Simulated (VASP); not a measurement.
# As in VASP: a series of runs, part 2 of 2

VASP 6.6.1.

### Step 5. Single point, r2SCAN

Contents of POSCAR:

```
As
1.0
    3.5749013640      0.0000000000      0.0000000000
   -1.7874506820      3.0959553972      0.0000000000
    0.0000000000      0.0000000000     26.4156438000
As
2
Direct
    0.3333333333      0.6666666667      0.3206195636
    0.6666666667      0.3333333333      0.3724478490
```

Contents of INCAR.step1:

```
  PREC = Accurate
  ENCUT = 520
  ISMEAR = -1
  SIGMA = 0.02
  LREAL = F
  LASPH = T
  NELM = 80
  LDIPOL = T
  IDIPOL = 3
  DIPOL = 0.5 0.5 0.347
  NBANDS = 12
  GGA = PE
  ALGO = Normal
  EDIFF = 1E-4
  LWAVE = T
  LCHARG = F
```

Contents of INCAR.step2:

```
  PREC = Accurate
  ENCUT = 520
  EDIFF = 1E-6
  ISMEAR = -1
  SIGMA = 0.02
  LREAL = F
  LASPH = T
  NELM = 80
  ALGO = Normal
  ISIF = 2
  LWAVE = F
  LCHARG = F
  LDIPOL = T
  IDIPOL = 3
  DIPOL = 0.5 0.5 0.347
  METAGGA = R2SCAN
  LMIXTAU = T
  NBANDS = 12
  ISTART = 1
```

Contents of KPOINTS:

```
regular mesh
0
Gamma
  12 12 1
```

Potentials or basis: VASP PAW PBE potentials, release 64 (As).

The run is started by

```console
$ cat potpaw_PBE.64/As/POTCAR > POTCAR
$ cp INCAR.step1 INCAR
$ mpirun -np 1 vasp_std > vasp.out
$ cp INCAR.step2 INCAR
$ mpirun -np 1 vasp_std > vasp.out
```

OUTCAR:

```text
PREC = Accurate
   ENCUT = 520
   EDIFF = 1E-6
   ISMEAR = -1
   LREAL = F
   LASPH = T
   NELM = 80
   ISIF = 2
   METAGGA = R2SCAN
   ISTART = 1

 ion  position               nearest neighbor table
   1  0.333  0.667  0.321-   2 2.48   2 2.48   2 2.48
   2  0.667  0.333  0.372-   1 2.48   1 2.48   1 2.48

  LATTYP: Found a hexagonal cell.
 ALAT       =     3.5749013640
 C/A-ratio  =     7.3891951442

  Lattice vectors:

 A1 = (   3.5749013640,   0.0000000000,   0.0000000000)
 A2 = (  -1.7874506820,   3.0959553972,   0.0000000000)
 A3 = (   0.0000000000,   0.0000000000,  26.4156438000)

Analysis of symmetry for initial positions (statically):
=====================================================================
 Subroutine PRICEL returns:
 Original cell was already a primitive cell.

 Routine SETGRP: Setting up the symmetry group for a
 hexagonal supercell.

 Subroutine GETGRP returns: Found 12 space group operations
 (whereof  6 operations were pure point group operations)
 out of a pool of 24 trial point group operations.

The static configuration has the point symmetry C_3v.
 The point group associated with its full space group is D_3d.

Analysis of symmetry for dynamics (positions and initial velocities):
=====================================================================
 Subroutine PRICEL returns:
 Original cell was already a primitive cell.

 Routine SETGRP: Setting up the symmetry group for a
 hexagonal supercell.

 Subroutine GETGRP returns: Found 12 space group operations
 (whereof  6 operations were pure point group operations)
 out of a pool of 24 trial point group operations.

The dynamic configuration has the point symmetry C_3v.
 The point group associated with its full space group is D_3d.

 Subroutine INISYM returns: Found 12 space group operations
 (whereof  6 operations are pure point group operations),
 and found     1 'primitive' translations

[... 121 lines left out ...]
  volume of cell :      292.36
 maximum number of plane-waves:      7971
 NGX is ok and might be reduce to    28
   NGX = 13   NGY = 13   NGZ = 99

 dipolmoment           0.000000      0.000000      0.000000 electrons x Angstroem

 number of electron      10.0000001 magnetization

 dipolmoment           0.000000      0.000000     -0.000000 electrons x Angstroem

 Free energy of the ion-electron system (eV)
  ---------------------------------------------------
  ext. energy  EPLUGINS =         0.00000000
  ---------------------------------------------------
  free energy    TOTEN  =       -29.38296709 eV

  energy without entropy =      -29.38296709  energy(sigma->0) =      -29.38296709

 E-fermi :  -3.8650     XC(G=0):  -1.9467

 val. band max:       -4.2857906233   @ k =   0.0000   0.0000   0.0000
 cond. band min:      -2.2929603748   @ k =   0.3333  -0.0000   0.0000
 fundamental gap:      1.9928302484
 Fermi energy:        -3.8650351629

 k-point     1 :       0.0000    0.0000    0.0000
  band No.  band energies     occupation
      1     -18.4785      2.00000
      2     -11.5438      2.00000
      3      -4.7209      2.00000
      4      -4.2858      2.00000
      5      -4.2858      2.00000
      6      -1.7626      0.00000
      7      -0.4388      0.00000
      8      -0.4388      0.00000
      9       1.2811      0.00000
     10       1.4010      0.00000
     11       1.7985      0.00000
     12       2.0114      0.00000
[... 256 lines left out ...]
 k-point    19 :       0.3333    0.3333    0.0000
  band No.  band energies     occupation
      1     -14.6243      2.00000
      2     -14.6243      2.00000
      3      -8.8919      2.00000
      4      -6.2723      2.00000
      5      -6.2723      2.00000
      6      -1.8993      0.00000
      7       0.8904      0.00000
      8       0.8904      0.00000
      9       4.6240      0.00000
     10       5.4974      0.00000
     11       5.4983      0.00000
     12       6.2179      0.00000

------------------------ aborting loop because EDIFF is reached ----------------------------------------

 vacuum level on the upper side and lower side of the slab       (xc-potential included)        -0.020        -0.021

  FORCE on cell =-STRESS in cart. coord.  units (eV):
  Direction    XX          YY          ZZ          XY          YZ          ZX
  --------------------------------------------------------------------------------------
  -------------------------------------------------------------------------------------
  Total        0.0237566      0.0237566      0.0842831      0.0000000     -0.0000000     -0.0000000
  in kB        0.1301889      0.1301889      0.4618820      0.0000000     -0.0000000     -0.0000000
  external PRESSURE =       0.2407533 kB  Pullay stress =       0.0000000 kB

 VOLUME and BASIS-vectors are now :
 -----------------------------------------------------------------------------
  energy-cutoff  :      520.00
  volume of cell :      292.36
      direct lattice vectors                 reciprocal lattice vectors
     3.574901364  0.000000000  0.000000000     0.279727998  0.161501035  0.000000000
    -1.787450682  3.095955397  0.000000000     0.000000000  0.323002069  0.000000000
     0.000000000  0.000000000 26.415643800     0.000000000  0.000000000  0.037856355

 POSITION                                       TOTAL-FORCE (eV/Angst)
 -----------------------------------------------------------------------------------
     -0.00000      2.06397      8.46937         0.000000      0.000000     -0.062620
      1.78745      1.03199      9.83845        -0.000000     -0.000000      0.062620
 -----------------------------------------------------------------------------------
    total drift:                                0.000000     -0.000000      0.000035

  FREE ENERGIE OF THE ION-ELECTRON SYSTEM (eV)
  ---------------------------------------------------
  free  energy   TOTEN  =       -29.3829670925 eV

  energy  without entropy=      -29.3829670925  energy(sigma->0) =      -29.38296709

 vacuum level on the upper side and lower side of the slab         1.456         1.457
```

OSZICAR.step1:

```text
N       E                     dE             d eps       ncg     rms          rms(c)
DAV:   1     0.632507283483E+02    0.63251E+02   -0.27887E+03   456   0.534E+02
DAV:   2    -0.288562982754E+01   -0.66136E+02   -0.59437E+02   728   0.915E+01
DAV:   3    -0.929478666294E+01   -0.64092E+01   -0.63914E+01   672   0.372E+01
DAV:   4    -0.938556212949E+01   -0.90775E-01   -0.90739E-01   584   0.516E+00
DAV:   5    -0.938645907343E+01   -0.89694E-03   -0.89692E-03   652   0.529E-01    0.342E+00
DAV:   6    -0.934391985864E+01    0.42539E-01   -0.21461E-02   556   0.700E-01    0.204E+00
DAV:   7    -0.932068251871E+01    0.23237E-01   -0.45416E-02   548   0.103E+00    0.122E-01
DAV:   8    -0.932075950976E+01   -0.76991E-04   -0.15099E-03   592   0.189E-01    0.404E-02
DAV:   9    -0.932065677491E+01    0.10273E-03   -0.16535E-04   596   0.676E-02    0.207E-02
DAV:  10    -0.932063496136E+01    0.21814E-04   -0.47920E-05   416   0.274E-02
   1 F= -.93206350E+01 E0= -.93206350E+01  d E =-.708838E-12
```

Run time: 2.2 min. Hardware: 1 thread of Intel Xeon 6975P-C (Granite Rapids), shared host; peak memory 0.42 GiB.

What came out:

* Free energy: -29.3830 eV
* Largest force: 0.063 eV/Å
* Band gap on the k mesh: 1.99 eV, indirect (least direct gap 2.43 eV)

Forces on the atoms (eV/Å):
```
As   0.000  0.000 -0.063
As   0.000  0.000  0.063
```

Levels at points of the mesh, in eV from the valence-band top:
| k point | band 1 | band 2 | band 3 | band 4 | band 5 | band 6 | band 7 | band 8 | band 9 | band 10 |
| --- | --- | --- | --- | --- | --- | --- | --- | --- | --- | --- |
| (0.00, 0.00, 0.00) | -14.19 | -7.26 | -0.44 | 0.00 | 0.00 | 2.52 | 3.85 | 3.85 | 5.57 | 5.69 |
| (0.50, 0.00, 0.00) | -11.55 | -9.44 | -3.46 | -2.02 | -1.52 | 2.34 | 3.62 | 5.02 | 6.98 | 9.29 |

Caveat: the PAW data sets were made with another functional, which shifts forces and pressure a little.

### Step 6. Single point, r2SCAN

POSCAR is that of step 5.

Contents of INCAR.step1:

```
PREC = Accurate
ENCUT = 520
ISMEAR = 0
SIGMA = 0.01
LREAL = F
LASPH = T
NELM = 100
LDIPOL = T
IDIPOL = 3
DIPOL = 0.5 0.5 0.347
NBANDS = 12
GGA = PE
ALGO = Normal
EDIFF = 1E-4
LWAVE = T
LCHARG = F
```

Contents of INCAR.step2:

```
PREC = Accurate
ENCUT = 520
EDIFF = 1E-6
ISMEAR = 0
SIGMA = 0.01
LREAL = F
LASPH = T
NELM = 100
ALGO = Normal
ISIF = 2
LWAVE = F
LCHARG = F
LDIPOL = T
IDIPOL = 3
DIPOL = 0.5 0.5 0.347
METAGGA = R2SCAN
LMIXTAU = T
NBANDS = 12
ISTART = 1
```

KPOINTS is that of step 5.

Potentials or basis: VASP PAW PBE potentials, release 64 (As).

The run is started by

```console
$ cat potpaw_PBE.64/As/POTCAR > POTCAR
$ cp INCAR.step1 INCAR
$ mpirun -np 1 vasp_std > vasp.out
$ cp INCAR.step2 INCAR
$ mpirun -np 1 vasp_std > vasp.out
```

It took 2.5 min on 1 thread of Intel Xeon 6975P-C (Granite Rapids), shared host; peak memory 0.42 GiB.

Results (log left out):

* Free energy: -29.3830 eV
* Largest force: 0.063 eV/Å
* Band gap on the k mesh: 1.99 eV, indirect (least direct gap 2.43 eV)

Forces in eV/Å, atoms in the order of the input:
```
As   0.000  0.000 -0.063
As   0.000  0.000  0.063
```

Levels at points of the mesh, in eV from the valence-band top:
```tsv
k point	band 2	band 3	band 4	band 5	band 6	band 7	band 8	band 9
(0.00, 0.00, 0.00)	-7.26	-0.44	0.00	0.00	2.52	3.85	3.85	5.57
(0.50, 0.00, 0.00)	-9.44	-3.46	-2.02	-1.52	2.34	3.62	5.02	6.98
```

Caveat: the PAW data sets were made with another functional, which shifts forces and pressure a little.

### Step 7. Summary

| level | potentials or basis | cell | smearing | gap on the mesh (eV) | largest force (eV/Å) |
| --- | --- | --- | --- | --- | --- |
| PBE | VASP PAW PBE potentials, release 64 (As) | a = 3.575, b = 3.575, c = 26.416 Å, angles 90.0, 90.0, 120.0°, 2 atoms | fermi-dirac 0.02 eV | 1.68 | 0.49 |
| LDA | VASP PAW LDA potentials, release 64 (As) | a = 3.575, b = 3.575, c = 26.416 Å, angles 90.0, 90.0, 120.0°, 2 atoms | gaussian 0.01 eV | 1.59 | 0.06 |
| PBE | VASP PAW PBE potentials, release 64 (As) | a = 3.604, b = 3.604, c = 26.416 Å, angles 90.0, 90.0, 120.0°, 2 atoms | fermi-dirac 0.02 eV | 1.63 | 0.09 |
| r2SCAN | VASP PAW PBE potentials, release 64 (As) | a = 3.575, b = 3.575, c = 26.416 Å, angles 90.0, 90.0, 120.0°, 2 atoms | fermi-dirac 0.02 eV | 1.99 | 0.06 |
| r2SCAN | VASP PAW PBE potentials, release 64 (As) | a = 3.575, b = 3.575, c = 26.416 Å, angles 90.0, 90.0, 120.0°, 2 atoms | gaussian 0.01 eV | 1.99 | 0.06 |

Alike in all rows: task single point; no spin polarisation; k mesh 12 × 12 × 1; cutoff (eV) 520.

Caveats: the PAW data sets were made with another functional, which shifts forces and pressure a little (some runs).

Absolute energies hang on the potentials; compare differences alone.
